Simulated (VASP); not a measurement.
Zn6CO6F2: single point with PBE

The system is Zn6CO6F2, a slab with vacuum.

```
Zn O C F
1.0
     5.80410    0.00000    0.00000
    -2.90205    5.48802    0.00000
     0.00000    0.00000   17.58708
Zn O C F
6 6 1 2
Direct
  0.33333 0.00000 0.05686
  0.35018 0.47624 0.07404
  0.88522 0.05279 0.10527
  0.85732 0.50533 0.11822
  0.27593 0.09213 0.23251
  0.46897 0.63637 0.22376
  0.16875 0.66306 0.06388
  0.15119 0.16698 0.02576
  0.68143 0.70254 0.13296
  0.62983 0.16531 0.12399
  0.11283 0.76922 0.27306
  0.20030 0.30946 0.18420
  0.31947 0.76257 0.30103
  0.52728 0.05710 0.30951
  0.29056 0.68805 0.37390
```

| Property | Result |
| --- | --- |
| Program | VASP 6.6.1 |
| Task | single point |
| Functional | PBE |
| Potentials or basis | VASP PAW PBE potentials, release 64 (Zn, O, C, F) |
| Cutoff | 520 eV |
| k mesh | 2 × 2 × 1 |
| Occupations | gaussian, width 0.02 eV |
| Spin | no spin polarisation |

The largest force is 0.423 eV/Å. The band gap on the k mesh is 1.72 eV.

Forces in eV/Å, atoms in the order of the input:
```
Zn   0.025  0.066  0.007
Zn   0.039  0.004  0.006
Zn   0.035  0.011  0.062
Zn   0.000 -0.018 -0.007
Zn   0.215  0.054  0.050
Zn  -0.081  0.038  0.146
O    0.021 -0.030 -0.055
O   -0.052  0.023 -0.137
O    0.040  0.030 -0.062
O   -0.095 -0.040  0.088
O   -0.145 -0.122 -0.005
O   -0.110 -0.016 -0.056
C    0.087 -0.037 -0.379
F    0.009  0.165 -0.062
F    0.012 -0.127  0.403
```

Levels at points of the mesh, in eV from the valence-band top:
| k point | band 61 | band 62 | band 63 | band 64 | band 65 | band 66 |
| --- | --- | --- | --- | --- | --- | --- |
| (0.00, 0.00, 0.00) | -0.49 | -0.12 | 0.00 | 1.72 | 3.95 | 4.67 |
| (0.50, 0.00, 0.00) | -0.40 | -0.34 | -0.02 | 3.54 | 3.63 | 4.24 |
| (0.50, 0.50, 0.00) | -0.64 | -0.46 | -0.10 | 3.15 | 3.85 | 4.19 |
| (0.00, 0.50, 0.00) | -0.55 | -0.41 | -0.23 | 3.24 | 3.63 | 4.18 |

It took 4.2 min on 1 thread of Intel(R) Xeon(R) 6975P-C (Granite Rapids), with other jobs on the host, peak memory 0.72 GiB.

Caveat: the k points lie up to 0.61 Å⁻¹ apart.
